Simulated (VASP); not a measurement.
Wanted: the native input for a VASP 6.6.1 run.

```
Task                   : relaxation of cell and atoms
Functional             : r2SCAN
Dispersion             : D4
Potentials or basis    : VASP PAW PBE potentials, release 64 (Ge_d)
Cutoff                 : 600 eV
k mesh                 : 7 × 7 × 4
Occupations            : fermi-dirac, width 0.1 eV
Spin                   : no spin polarisation
Dipole correction      : no
Further INCAR settings : ALGO = Normal; EDIFF = 1e-07; IBRION = 2; EDIFFG = -0.01; NSW = 80; ISIF = 3
```

Crystal: Ge.

```
Ge
1.0
     3.99759    0.00000    0.00000
    -1.99879    3.46201    0.00000
     0.00000    0.00000    6.59938
Ge
4
Direct
  0.66667 0.33333 0.06290
  0.33333 0.66667 0.56290
  0.66667 0.33333 0.43710
  0.33333 0.66667 0.93710
```

This isn't the form of Ge at room conditions, which is diamond.

One way to write it, as run:

POSCAR

```
Ge
1.0
    3.9975858400      0.0000000000      0.0000000000
   -1.9987929200      3.4620108900      0.0000000000
    0.0000000000      0.0000000000      6.5993779500
Ge
4
Direct
    0.6666666700      0.3333333300      0.0629012500
    0.3333333300      0.6666666700      0.5629012500
    0.6666666700      0.3333333300      0.4370987500
    0.3333333300      0.6666666700      0.9370987500
```

INCAR.step1

```
PREC = Accurate ; ENCUT = 600
ISMEAR = -1 ; SIGMA = 0.1
LREAL = F ; LASPH = T
NELM = 60 ; GGA = PE
ALGO = Normal ; EDIFF = 1E-4
LWAVE = T ; LCHARG = F
```

INCAR.step2

```
PREC = Accurate ; ENCUT = 600
EDIFF = 1E-7 ; ISMEAR = -1
SIGMA = 0.1 ; LREAL = F
LASPH = T ; NELM = 60
ALGO = Normal ; ISIF = 3
LWAVE = F ; LCHARG = F
METAGGA = R2SCAN ; LMIXTAU = T
IVDW = 13 ; VDW_S6 = 1.0
VDW_S8 = 0.6018749 ; VDW_A1 = 0.51559235
VDW_A2 = 5.77342911 ; IBRION = 2
NSW = 80 ; EDIFFG = -0.01
ISTART = 1
```

KPOINTS

```
regular mesh
0
Gamma
  7 7 4
```

Potentials or basis: VASP PAW PBE potentials, release 64 (Ge_d).

The run is started by

```bash
$ cat potpaw_PBE.64/Ge_d/POTCAR > POTCAR
$ cp INCAR.step1 INCAR
$ mpirun -np 1 vasp_std > vasp.out
$ cp INCAR.step2 INCAR
$ mpirun -np 1 vasp_std > vasp.out
```

It gave:

```json
{
 "Relaxed volume": "22.62 Å³/atom",
 "Relaxed cell": "a = 3.986 Å, b = 3.986 Å, c = 6.574 Å, α = 90.00°, β = 90.00°, γ = 120.00°",
 "Space group after relaxing (to 0.1 Å)": "P6_3/mmc (No. 194)",
 "Energy gained by relaxing": "0.5 meV/atom",
 "Ionic steps": "3",
 "Pressure after relaxing": "0.0 GPa",
 "Largest force after relaxing": "0.005 eV/Å",
 "Band gap on the k mesh": "0.08 eV",
 "Dispersion energy per atom": "-0.112 eV"
}
```

Caveat: semilocal functionals underestimate gaps, and a narrow one can read as zero; the PAW data sets were made with another functional, which shifts forces and pressure a little.

Wall time 5.4 min on 1 thread of Intel(R) Xeon(R) 6975P-C (Granite Rapids), on a shared host, peak memory 0.26 GiB.
